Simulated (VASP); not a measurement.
Set up this calculation in VASP 6.6.1, as the native input.

| Quantity | Value |
| --- | --- |
| Task | relaxation of cell and atoms |
| Functional | PBE |
| Potentials or basis | VASP PAW PBE potentials, release 64 (Sn_d, Cl) |
| Cutoff | 600 eV |
| k mesh | 12 × 12 × 14 |
| Occupations | gaussian, width 0.1 eV |
| Spin | no spin polarisation |
| Dipole correction | no |
| Further INCAR settings | ALGO = Normal; EDIFF = 1e-06; IBRION = 2; EDIFFG = -0.01; NSW = 100; ISIF = 3 |

The structure of SnCl3 lies in POSCAR:

```
SnCl3
1.0
    5.7483439712      0.0000000000      0.0000000000
   -2.8741719856      4.9782119088      0.0000000000
    0.0000000000      0.0000000000      3.5099703629
Sn Cl
1 3
Direct
    0.0000000000      0.0000000000      0.5000000000
    0.5000000000      0.0000000000      0.0000000000
    0.0000000000      0.5000000000      0.0000000000
    0.5000000000      0.5000000000      0.0000000000
```

The cell was generated, and may not be a known phase.

The input as run:

INCAR

```
PREC = Accurate
ENCUT = 600
EDIFF = 1E-6
ISMEAR = 0
SIGMA = 0.1
LREAL = False
LASPH = True
NELM = 100
ALGO = Normal
ISIF = 3
LWAVE = False
LCHARG = False
GGA = PE
IBRION = 2
NSW = 100
EDIFFG = -0.01
```

KPOINTS

```
Automatic mesh
0
Gamma
  12 12 14
```

Potentials or basis: VASP PAW PBE potentials, release 64 (Sn_d, Cl).

The run is started by

```sh
$ cat potpaw_PBE.64/Sn_d/POTCAR potpaw_PBE.64/Cl/POTCAR > POTCAR
$ mpirun -np 1 vasp_std > vasp.out
```

It gave:

| Property | Result |
| --- | --- |
| Relaxed volume | 25.06 Å³/atom |
| Relaxed cell | a = 5.751 Å, b = 5.751 Å, c = 3.500 Å, α = 90.00°, β = 90.00°, γ = 120.00° |
| Space group after relaxing (to 0.1 Å) | P6/mmm (No. 191) |
| Energy gained by relaxing | 0.0 meV/atom |
| Ionic steps | 3 |
| Pressure after relaxing | 0.0 GPa |
| Band gap on the k mesh | zero (an odd number of electrons rules out a gap without spin polarisation) |

Caveat: spin-orbit coupling is left out, which moves the levels of the heavy elements; an odd number of electrons without spin polarisation forces a metal; a magnetic or distorted state may lie lower.

Wall time 7.7 min on 1 thread of Intel Xeon 8259CL, with other jobs on the host, peak memory 0.51 GiB.
